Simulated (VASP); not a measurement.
# CdGa2O3 (P4/mmm) in VASP: a series of runs, part 2 of 2

VASP 6.6.1.

### Step 4. Relaxation of cell and atoms, PBE

This run uses another cell than the first one, of 13.82 Å³/atom, 1.170 times its volume.

The input, INCAR:

```
SYSTEM = CdGa2O3
PREC     = Accurate       ! precision mode
ENCUT    = 600            ! plane-wave cutoff, eV
EDIFF    = 1E-6           ! SCF threshold, eV
ISMEAR   = 0              ! smearing method
SIGMA    = 0.1            ! smearing width, eV
LREAL    = .False.        ! projectors in reciprocal space
LASPH    = .True.         ! aspherical terms in the spheres
NELM     = 80             ! most SCF steps
ALGO     = Normal         ! electronic algorithm
ISIF     = 3              ! what is computed and relaxed
LWAVE    = .False.        ! write WAVECAR
LCHARG   = .False.        ! write CHGCAR
GGA      = PE             ! functional
IBRION   = 2              ! ionic algorithm
NSW      = 90             ! ionic steps
EDIFFG   = -0.04          ! ionic threshold
```

The input, KPOINTS:

```
regular mesh
0
Gamma
  6 6 2
  0 0 0
```

The input, POSCAR:

```
CdGa2O3
1.0
    3.0272989700      0.0000000000      0.0000000000
    0.0000000000      3.0272989700      0.0000000000
    0.0000000000      0.0000000000      9.0507406700
Cd Ga O
1 2 3
Direct
    0.0000000000      0.0000000000      0.0000000000
    0.0000000000      0.0000000000      0.3342649900
    0.0000000000      0.0000000000      0.6657350100
    0.5000000000      0.5000000000      0.1837450000
    0.5000000000      0.5000000000      0.5000000000
    0.5000000000      0.5000000000      0.8162550000
```

Started as:

```bash
$ cat potpaw_PBE.64/Cd/POTCAR potpaw_PBE.64/Ga_d/POTCAR potpaw_PBE.64/O/POTCAR > POTCAR
$ mpirun -np 1 vasp_std > vasp.out
```

Wall time 9.1 min (1 thread of Oxide Virtual Turin-like, shared host); peak memory 0.21 GiB.

Results (log left out):

- Free energy: -24.0934 eV
- Relaxed volume: 11.87 Å³/atom
- Relaxed cell: a = 2.881 Å, b = 2.881 Å, c = 8.575 Å, α = 90.00°, β = 90.00°, γ = 90.00°
- Space group after relaxing (to 0.05 Å): P4/mmm (No. 123)
- Energy gained by relaxing: 98.3 meV/atom
- Ionic steps: 7
- Pressure after relaxing: -0.2 GPa
- Largest force after relaxing: 0.030 eV/Å
- Band gap on the k mesh: zero (band 28 reaches 5.68 eV, above the bottom of band 29 at 3.93 eV)

Forces in eV/Å, atoms in the order of the input:
```
Cd   0.000  0.000  0.000
Ga   0.000  0.000 -0.030
Ga   0.000  0.000  0.030
O    0.000  0.000 -0.022
O    0.000  0.000  0.000
O    0.000  0.000  0.022
```

Stress tensor (GPa, compression positive):
```
-0.20  0.00  0.00
 0.00 -0.20  0.00
 0.00  0.00 -0.10
```

Step by step:
| step | energy change (eV) | largest force (eV/Å) | pressure (GPa) | volume (Å³) |
| --- | --- | --- | --- | --- |
| 1 | 0.0000 | 0.3308 | -13.10 | 82.95 |
| 2 | -0.5718 | 0.2504 | 1.86 | 70.10 |
| 3 | -0.5768 | 0.2411 | 0.16 | 71.01 |
| 4 | -0.5848 | 0.1530 | 0.13 | 71.01 |
| 5 | -0.5881 | 0.0623 | 0.13 | 71.00 |
| 6 | -0.5897 | 0.0412 | -0.07 | 71.13 |
| 7 | -0.5900 | 0.0298 | -0.17 | 71.20 |

Final structure:
```cif
data_structure
_symmetry_space_group_name_H-M 'P 1'
_symmetry_Int_Tables_number 1
_cell_length_a 2.8815
_cell_length_b 2.8815
_cell_length_c 8.5750
_cell_angle_alpha 90.000
_cell_angle_beta 90.000
_cell_angle_gamma 90.000
_cell_volume 71.20
loop_
_atom_site_label
_atom_site_type_symbol
_atom_site_fract_x
_atom_site_fract_y
_atom_site_fract_z
_atom_site_occupancy
Cd1 Cd 0.00000 0.00000 0.00000 1
Ga1 Ga 0.00000 0.00000 0.33758 1
Ga2 Ga 0.00000 0.00000 0.66242 1
O1 O 0.50000 0.50000 0.17826 1
O2 O 0.50000 0.50000 0.50000 1
O3 O 0.50000 0.50000 0.82174 1
```

Levels at points of the mesh, in eV from the Fermi level:
```tsv
k point	band 26	band 27	band 28	band 29	band 30	band 31
(0.00, 0.00, 0.00)	-2.25	-2.10	-2.10	-0.43	-0.07	4.69
(0.50, 0.00, 0.00)	-1.86	-1.79	-0.69	0.66	1.50	2.99
(0.50, 0.50, 0.00)	-2.70	-2.41	-1.84	-0.65	1.71	3.12
(0.00, 0.00, 0.50)	-2.09	-1.93	-1.93	-1.49	1.34	2.55
(0.50, 0.00, 0.50)	-1.91	-1.82	-1.36	1.28	2.61	2.94
(0.50, 0.50, 0.50)	-2.62	-2.48	-1.96	-0.60	2.20	2.43
```

### Step 5. Single point, PBE

This run uses another cell than the first one, of 11.84 Å³/atom, 1.002 times its volume.

The input, INCAR:

```
PREC = Accurate
ENCUT = 520
EDIFF = 1E-6
ISMEAR = 0
SIGMA = 0.1
LREAL = False
LASPH = True
NELM = 100
ALGO = Normal
ISIF = 2
LWAVE = False
LCHARG = False
GGA = PE
NBANDS = 37
```

The input, KPOINTS:

```
Automatic mesh
0
Gamma
  14 14 6
```

The input, POSCAR:

```
CdGa2O3
1.0
    2.8712786635      0.0000000000      0.0000000000
    0.0000000000      2.8712786635      0.0000000000
    0.0000000000      0.0000000000      8.6187441447
Cd Ga O
1 2 3
Direct
    0.0000000000      0.0000000000      0.0000000000
    0.0000000000      0.0000000000      0.3353997895
    0.0000000000      0.0000000000      0.6646002105
    0.5000000000      0.5000000000      0.1750264946
    0.5000000000      0.5000000000      0.5000000000
    0.5000000000      0.5000000000      0.8249735054
```

Started as:

```bash
$ cat potpaw_PBE.64/Cd/POTCAR potpaw_PBE.64/Ga_d/POTCAR potpaw_PBE.64/O/POTCAR > POTCAR
$ mpirun -np 1 vasp_std > vasp.out
```

It took 12 min on 1 thread of Oxide Virtual Turin-like, shared host; peak memory 0.41 GiB.

Results (log left out):

```
Free energy            : -24.0989 eV
Pressure               : 0.6 GPa
Largest force          : 0.042 eV/Å
Band gap on the k mesh : zero (band 28 reaches 5.83 eV, above the bottom of band 29 at 3.88 eV)
```

Forces in eV/Å, atoms in the order of the input:
```
Cd   0.000  0.000  0.000
Ga   0.000  0.000  0.014
Ga   0.000  0.000 -0.014
O    0.000  0.000  0.042
O    0.000  0.000  0.000
O    0.000  0.000 -0.042
```

Levels at points of the mesh, in eV from the Fermi level:
```
           k point  band 25  band 26  band 27  band 28  band 29  band 30  band 31  band 32
(0.00, 0.00, 0.00)    -2.24    -2.24    -2.03    -2.03    -0.36     0.04     4.81     4.94
(0.50, 0.00, 0.00)    -1.93    -1.90    -1.74    -0.78     0.62     1.51     3.17     4.62
(0.50, 0.50, 0.00)    -3.62    -2.68    -2.21    -1.89    -0.57     1.84     3.06     3.06
(0.00, 0.00, 0.50)    -2.51    -2.02    -1.89    -1.89    -1.52     1.46     2.60     7.82
(0.50, 0.00, 0.50)    -2.11    -1.89    -1.77    -1.43     1.22     2.59     3.12     3.18
(0.50, 0.50, 0.50)    -3.40    -2.59    -2.27    -2.01    -0.51     2.32     2.40     2.40
```

### Step 6. The runs side by side

```csv
task,cell,k mesh,cutoff (eV),gap on the mesh (eV),pressure (GPa),largest force (eV/Å)
single point,"a = 2.874, b = 2.874, c = 8.585 Å, 6 atoms",6 × 6 × 2,520,none,0.7,0.05
single point,"a = 3.027, b = 3.027, c = 9.051 Å, 6 atoms",6 × 6 × 2,520,none,-13.0,0.33
relaxation of cell and atoms,"relaxed from a = 3.027, b = 3.027, c = 9.051 Å, 6 atoms",6 × 6 × 2,600,none,-0.2,0.03
single point,"a = 2.871, b = 2.871, c = 8.619 Å, 6 atoms",14 × 14 × 6,520,none,0.6,0.04
```

Alike in all rows: level PBE; potentials or basis VASP PAW PBE potentials, release 64 (Cd, Ga_d, O); no spin polarisation; smearing gaussian 0.1 eV.

Caveats: some runs use coarse meshes.

Total energies depend on the potentials used, so only differences within one code and one set of settings carry meaning.
